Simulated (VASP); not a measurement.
Write the native input for VASP 6.6.1 that does the following.

* Task: relaxation of cell and atoms
* Functional: BLYP
* Potentials or basis: VASP PAW PBE potentials, release 64 (Pd)
* Cutoff: 600 eV
* k mesh: 11 × 11 × 6
* Occupations: fermi-dirac, width 0.05 eV
* Spin: no spin polarisation
* Dipole correction: no
* Further INCAR settings: ALGO = Normal; EDIFF = 1e-07; IBRION = 2; EDIFFG = -0.01; NSW = 60; ISIF = 3

The structure of Pd lies in POSCAR:

```
Pd
1.0
    2.7836650458      0.0000000000      0.0000000000
   -1.3918325229      2.4107246453      0.0000000000
    0.0000000000      0.0000000000      4.6288930000
Pd
2
Direct
    0.3333333333      0.6666666667      0.2500000000
    0.6666666667      0.3333333333      0.7500000000
```

These files were run (other wordings do the same):

INCAR

```
  PREC = Accurate
  ENCUT = 600
  EDIFF = 1E-7
  ISMEAR = -1
  SIGMA = 0.05
  LREAL = False
  LASPH = True
  NELM = 60
  ALGO = Normal
  ISIF = 3
  LWAVE = False
  LCHARG = False
  GGA = B5
  ALDAX = 1.0
  AGGAX = 1.0
  AGGAC = 1.0
  ALDAC = 0.0
  IBRION = 2
  NSW = 60
  EDIFFG = -0.01
```

KPOINTS

```
Automatic mesh
0
Gamma
  11 11 6
```

Potentials or basis: VASP PAW PBE potentials, release 64 (Pd).

Command:

```sh
$ cat potpaw_PBE.64/Pd/POTCAR > POTCAR
$ mpirun -np 1 vasp_std > vasp.out
```

It gave:

The relaxed volume is 16.46 Å³/atom, the relaxed cell is a = 2.834 Å, b = 2.834 Å, c = 4.734 Å, α = 90.00°, β = 90.00°, γ = 120.00° and the space group after relaxing (to 0.05 Å) is P6_3/mmc (No. 194). The energy gained by relaxing is 24.7 meV/atom, the ionic steps are 6 and the pressure after relaxing is 0.1 GPa. The band gap on the k mesh is zero (band 10 reaches 8.67 eV, above the bottom of band 11 at 7.95 eV).

Caveat: the PAW data sets were made with another functional, which shifts forces and pressure a little.

It took 110 s on 1 thread of AMD EPYC 9R14 (Zen 4), with other jobs on the host, peak memory 0.15 GiB.
